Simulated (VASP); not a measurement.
# SnO in VASP: notebook

Runs on SnO. Level: r2SCAN. Tasks: single point.

Program: VASP 6.6.1. These are calculated values, not measurements. Logs are shortened: lines on timing, memory, paths and dates and some standing lists are left out, and cuts for length are marked.

### 1 The cell of the first run

Symmetry: Pmmn, No. 59, orthorhombic system. Conventional cell: a = 3.732 Å, b = 3.875 Å, c = 4.950 Å, α = 90.00°, β = 90.00°, γ = 90.00°. Sn (site symmetry mm2) has 4 O at 2.21 to 2.24 Å within 2.9 Å. O (site symmetry mm2) has 4 Sn at 2.21 to 2.24 Å and 4 O at 2.69 Å within 2.9 Å.

### 2 Single point, r2SCAN (uniaxial strain along a: -2.0 %, then relaxed in part)

The input, POSCAR:

```
SnO
1.0
    3.7316854707      0.0000000000      0.0000000000
    0.0000000000      3.8749222087      0.0000000000
    0.0000000000      0.0000000000      4.9503389016
Sn O
2 2
Direct
    0.0000000000      0.5000000000      0.2320254213
    0.5000000000      0.0000000000      0.7679745787
    0.5000000000      0.5000000000     -0.0068543796
    0.0000000000      0.0000000000      0.0068543796
```

The input, INCAR.step1:

```
SYSTEM = SnO
  ALGO = Normal
  EDIFF = 1E-4
  ENCUT = 520
  GGA = PE
  ISMEAR = 0
  LASPH = .True.
  LCHARG = .False.
  LREAL = .False.
  LWAVE = .True.
  NBANDS = 28
  NELM = 80
  PREC = Accurate
  SIGMA = 0.01
```

The input, INCAR.step2:

```
SYSTEM = SnO
  ALGO = Normal
  EDIFF = 1E-6
  ENCUT = 520
  ISIF = 2
  ISMEAR = 0
  ISTART = 1
  LASPH = .True.
  LCHARG = .False.
  LMIXTAU = .True.
  LREAL = .False.
  LWAVE = .False.
  METAGGA = R2SCAN
  NBANDS = 28
  NELM = 80
  PREC = Accurate
  SIGMA = 0.01
```

The input, KPOINTS:

```
k-points
0
Gamma
  10 10 8
  0 0 0
```

Potentials or basis: VASP PAW PBE potentials, release 64 (Sn_d, O).

Started as:

```
> cat potpaw_PBE.64/Sn_d/POTCAR potpaw_PBE.64/O/POTCAR > POTCAR
> cp INCAR.step1 INCAR
> mpirun -np 1 vasp_std > vasp.out
> cp INCAR.step2 INCAR
> mpirun -np 1 vasp_std > vasp.out
```

OUTCAR:

```text
SYSTEM = SnO
   EDIFF = 1E-6
   ENCUT = 520
   ISIF = 2
   ISMEAR = 0
   ISTART = 1
   LASPH = .True.
   LREAL = .False.
   METAGGA = R2SCAN
   NELM = 80
   PREC = Accurate

 ion  position               nearest neighbor table
   1  0.000  0.500  0.232-   3 2.21   3 2.21   4 2.24   4 2.24   2 3.54   2 3.54   2 3.54   2 3.54

   2  0.500  0.000  0.768-   4 2.21   4 2.21   3 2.24   3 2.24   1 3.54   1 3.54   1 3.54   1 3.54

   3  0.500  0.500  0.993-   1 2.21   1 2.21   2 2.24   2 2.24
   4  0.000  0.000  0.007-   2 2.21   2 2.21   1 2.24   1 2.24

  LATTYP: Found a simple orthorhombic cell.
 ALAT       =     3.7316854707
 B/A-ratio  =     1.0383839257
 C/A-ratio  =     1.3265691711

  Lattice vectors:

 A1 = (   3.7316854707,   0.0000000000,   0.0000000000)
 A2 = (   0.0000000000,   3.8749222087,   0.0000000000)
 A3 = (   0.0000000000,   0.0000000000,   4.9503389016)

Analysis of symmetry for initial positions (statically):
=====================================================================
 Subroutine PRICEL returns:
 Original cell was already a primitive cell.

 Routine SETGRP: Setting up the symmetry group for a
 simple orthorhombic supercell.

 Subroutine GETGRP returns: Found  8 space group operations
 (whereof  4 operations were pure point group operations)
 out of a pool of  8 trial point group operations.

The static configuration has the point symmetry C_2v.
 The point group associated with its full space group is D_2h.

Analysis of symmetry for dynamics (positions and initial velocities):
=====================================================================
 Subroutine PRICEL returns:
 Original cell was already a primitive cell.

 Routine SETGRP: Setting up the symmetry group for a
 simple orthorhombic supercell.

 Subroutine GETGRP returns: Found  8 space group operations
 (whereof  4 operations were pure point group operations)
 out of a pool of  8 trial point group operations.

The dynamic configuration has the point symmetry C_2v.
 The point group associated with its full space group is D_2h.

 Subroutine INISYM returns: Found  8 space group operations
 (whereof  4 operations are pure point group operations),
 and found     1 'primitive' translations

----------------------------------------------------------------------------------------

                                     Primitive cell

  volume of cell :      71.5819

  direct lattice vectors                    reciprocal lattice vectors
     3.731685471  0.000000000  0.000000000     0.267975425  0.000000000  0.000000000
     0.000000000  3.874922209  0.000000000     0.000000000  0.258069697  0.000000000
     0.000000000  0.000000000  4.950338902     0.000000000  0.000000000  0.202006372

  length of vectors
     3.731685471  3.874922209  4.950338902     0.267975425  0.258069697  0.202006372

  position of ions in fractional coordinates (direct lattice)
     0.000000000  0.500000000  0.232025421
     0.500000000  0.000000000  0.767974579
     0.500000000  0.500000000  0.993145620
     0.000000000  0.000000000  0.006854380

  ion indices of the primitive-cell ions
   primitive index   ion index
                 1           1
                 2           2
                 3           3
                 4           4

----------------------------------------------------------------------------------------

 KPOINTS: k-points

Automatic generation of k-mesh.
 Grid dimensions read from file:
 generate k-points for:   10   10    8

 Generating k-lattice:

  Cartesian coordinates                     Fractional coordinates (reciprocal lattice)
     0.026797543  0.000000000  0.000000000     0.100000000  0.000000000  0.000000000
     0.000000000  0.025806970  0.000000000     0.000000000  0.100000000  0.000000000
     0.000000000  0.000000000  0.025250796     0.000000000  0.000000000  0.125000000

  Length of vectors
     0.026797543  0.025806970  0.025250796

  Shift w.r.t. Gamma in fractional coordinates (k-lattice)
     0.000000000  0.000000000  0.000000000

 Subroutine IBZKPT returns following result:
 ===========================================

 Found    180 irreducible k-points:

 Following reciprocal coordinates:
            Coordinates               Weight
  0.000000  0.000000  0.000000      1.000000
  0.100000  0.000000  0.000000      2.000000
  0.200000  0.000000  0.000000      2.000000
  0.300000  0.000000  0.000000      2.000000
  0.400000  0.000000  0.000000      2.000000
  0.500000  0.000000  0.000000      1.000000
[... 16 lines left out ...]
  0.400000  0.300000  0.000000      4.000000
  0.500000  0.300000  0.000000      2.000000
 [... further k-points ...]
   k-points           NKPTS =    180   k-points in BZ     NKDIM =    180   number of bands    NBANDS=     28
   number of dos      NEDOS =    301   number of ions     NIONS =      4
   total plane-waves  NPLWV =  33600
   dimension x,y,z NGX =    28 NGY =   30 NGZ =   40
   dimension x,y,z NGXF=    56 NGYF=   60 NGZF=   80
   ions per type =               2   2
   NGX,Y,Z   is equivalent  to a cutoff of  12.47, 12.87, 13.43 a.u.
   NGXF,Y,Z  is equivalent  to a cutoff of  24.95, 25.74, 26.87 a.u.
 SYSTEM =  SnO
   PREC   = accura    normal or accurate (medium, high low for compatibility)
   ISTART =      1    job   : 0-new  1-cont  2-samecut
   ICHARG =      0    charge: 1-file 2-atom 10-const
   ISPIN  =      1    spin polarized calculation?
   LNONCOLLINEAR =      F non collinear calculations
   LSORBIT =      F    spin-orbit coupling
   LASPH  =      T    aspherical Exc in radial PAW
   ENCUT  =  520.0 eV  38.22 Ry    6.18 a.u.   6.94  7.20  9.20*2*pi/ulx,y,z
   NELM   =     80;   NELMIN=  2; NELMDL=  0     # of ELM steps
   EDIFF  = 0.1E-05   stopping-criterion for ELM
   LREAL  =      F    real-space projection
   EDIFFG = 0.1E-04   stopping-criterion for IOM
   NSW    =      0    number of steps for IOM
   IBRION =     -1    ionic relax: 0-MD 1-quasi-New 2-CG
   NFREE  =      0    steps in history (QN), initial steepest desc. (CG)
   ISIF   =      2    stress and relaxation
   ISYM   =      2    0-nonsym 1-usesym 2-fastsym
   POTIM  = 0.5000    time-step for ionic-motion
   TEBEG  =    0.0;   TEEND  =   0.0 temperature during run
   PSTRESS=    0.0 pullay stress
   NELECT =      40.0000    total number of electrons
   NUPDOWN=      -1.0000    fix difference up-down
   EMIN   =  10.00;   EMAX   =-10.00  energy-range for DOS
   EFERMI =   0.00;   METHOD = LEGACY
   ISMEAR =     0;   SIGMA  =   0.01  broadening in eV -4-tet -1-fermi 0-gaus
   EFERMI_NEDOS =   21; number of points for ismear=-14 and -15
   IALGO  =     38    algorithm
   IMIX   =      4    mixing-type and parameters
     AMIX     =   0.40;   BMIX     =  1.00
     AMIX_MAG =   1.60;   BMIX_MAG =  1.00
  volume/ion in A,a.u.               =      17.90       120.76
  Fermi-wavevector in a.u.,A,eV,Ry     =   1.348426  2.548156 24.738836  1.818253
  Thomas-Fermi vector in A             =   2.476096
   LORBIT       =      0    0 simple, 1 ext, 2 COOP (PROOUT), +10 PAW based schemes
   METAGGA = R2SCAN    functional components
   LHFCALC =     F    Hartree Fock is set to
   AEXX    =    0.0000 exact exchange contribution
   IVDW    =     0    specifies the selected vdW correction
   LEPSILON=     F    determine dielectric tensor
   LRPA    =     F    only Hartree local field effects (RPA)
 non-spin polarized calculation
 Gauss-broadening in eV      SIGMA  =   0.01
  energy-cutoff  :      520.00
  volume of cell :       71.58
 maximum number of plane-waves:      1956
 NGX is ok and might be reduce to    28
   NGX = 13   NGY = 15   NGZ = 19

 number of electron      40.0000003 magnetization

 Free energy of the ion-electron system (eV)
  ---------------------------------------------------
  ext. energy  EPLUGINS =         0.00000000
  ---------------------------------------------------
  free energy    TOTEN  =       -66.90149990 eV

  energy without entropy =      -66.90149990  energy(sigma->0) =      -66.90149990

 E-fermi :   7.0029     XC(G=0): -10.7934

 val. band max:        6.9059368232   @ k =   0.1000   0.0000   0.0000
 cond. band min:       7.2760142436   @ k =   0.5000   0.5000   0.0000
 fundamental gap:      0.3700774204
 Fermi energy:         7.0028627500

 k-point     1 :       0.0000    0.0000    0.0000
  band No.  band energies     occupation
      1     -16.0305      2.00000
      2     -15.4696      2.00000
      3     -15.4479      2.00000
      4     -15.4478      2.00000
      5     -15.4024      2.00000
      6     -15.3782      2.00000
[... 20 lines left out ...]
     27      14.0436      0.00000
     28      14.8068      0.00000

 k-point     2 :       0.1000    0.0000    0.0000
  band No.  band energies     occupation
      1     -16.0259      2.00000
      2     -15.4640      2.00000
      3     -15.4480      2.00000
      4     -15.4466      2.00000
      5     -15.4457      2.00000
      6     -15.4039      2.00000
[... 20 lines left out ...]
     27      14.1810      0.00000
     28      15.7883      0.00000

 k-point     3 :       0.2000    0.0000    0.0000
  band No.  band energies     occupation
      1     -16.0129      2.00000
      2     -15.5943      2.00000
      3     -15.4438      2.00000
      4     -15.4421      2.00000
      5     -15.4395      2.00000
      6     -15.4079      2.00000
[... 20 lines left out ...]
     27      14.3710      0.00000
     28      17.5226      0.00000

 k-point     4 :       0.3000    0.0000    0.0000
  band No.  band energies     occupation
      1     -15.9921      2.00000
      2     -15.7287      2.00000
      3     -15.4338      2.00000
      4     -15.4316      2.00000
      5     -15.4256      2.00000
      6     -15.4127      2.00000
[... 578 lines left out ...]
     27      14.4561      0.00000
     28      15.7498      0.00000

 k-point    23 :       0.4000    0.3000    0.0000
  band No.  band energies     occupation
      1     -15.9638      2.00000
      2     -15.8982      2.00000
      3     -15.4261      2.00000
      4     -15.4188      2.00000
      5     -15.4146      2.00000
      6     -15.4123      2.00000
[... 20 lines left out ...]
     27      14.4330      0.00000
     28      15.1644      0.00000

 k-point    24 :       0.5000    0.3000    0.0000
  band No.  band energies     occupation
      1     -15.9410      2.00000
      2     -15.9410      2.00000
      3     -15.4200      2.00000
      4     -15.4200      2.00000
      5     -15.4133      2.00000
      6     -15.4133      2.00000
[... 20 lines left out ...]
     27      14.6980      0.00000
     28      14.6980      0.00000

 [... further k-points ...]

------------------------ aborting loop because EDIFF is reached ----------------------------------------

  FORCE on cell =-STRESS in cart. coord.  units (eV):
  Direction    XX          YY          ZZ          XY          YZ          ZX
  --------------------------------------------------------------------------------------
  -------------------------------------------------------------------------------------
  Total        0.4615236      0.2674730      0.2345658      0.0000000      0.0000000      0.0000000
  in kB       10.3300298      5.9867013      5.2501585      0.0000000      0.0000000      0.0000000
  external PRESSURE =       7.1889632 kB  Pullay stress =       0.0000000 kB

 VOLUME and BASIS-vectors are now :
 -----------------------------------------------------------------------------
  energy-cutoff  :      520.00
  volume of cell :       71.58
      direct lattice vectors                 reciprocal lattice vectors
     3.731685471  0.000000000  0.000000000     0.267975425  0.000000000  0.000000000
     0.000000000  3.874922209  0.000000000     0.000000000  0.258069697  0.000000000
     0.000000000  0.000000000  4.950338902     0.000000000  0.000000000  0.202006372

 POSITION                                       TOTAL-FORCE (eV/Angst)
 -----------------------------------------------------------------------------------
      0.00000      1.93746      1.14860         0.000000      0.000000      0.144483
      1.86584      0.00000      3.80173         0.000000      0.000000     -0.144483
      1.86584      1.93746      4.91641         0.000000      0.000000     -0.008097
      0.00000      0.00000      0.03393         0.000000      0.000000      0.008097
 -----------------------------------------------------------------------------------
    total drift:                                0.000000     -0.000000      0.000000

  FREE ENERGIE OF THE ION-ELECTRON SYSTEM (eV)
  ---------------------------------------------------
  free  energy   TOTEN  =       -66.9014999023 eV

  energy  without entropy=      -66.9014999023  energy(sigma->0) =      -66.90149990
```

Wall time 35 min (1 thread of AMD EPYC, shared host); peak memory 0.37 GiB.

What came out:

* Free energy: -66.9015 eV
* Pressure: 0.7 GPa
* Largest force: 0.144 eV/Å
* Band gap on the k mesh: 0.37 eV (least direct gap 2.36 eV)

Forces in eV/Å, atoms in the order of the input:
```
Sn   0.000  0.000  0.144
Sn   0.000  0.000 -0.144
O    0.000  0.000 -0.008
O    0.000  0.000  0.008
```

Caveat: the cell differs from its parent crystal (uniaxial strain along a: -2.0 %, then relaxed in part); semilocal functionals underestimate gaps, and a narrow one can read as zero; the PAW data sets were made with another functional, which shifts forces and pressure a little; spin-orbit coupling is left out, which moves the levels of the heavy elements. A k mesh can miss the band edges.

(Continued in part 2 of 2.)
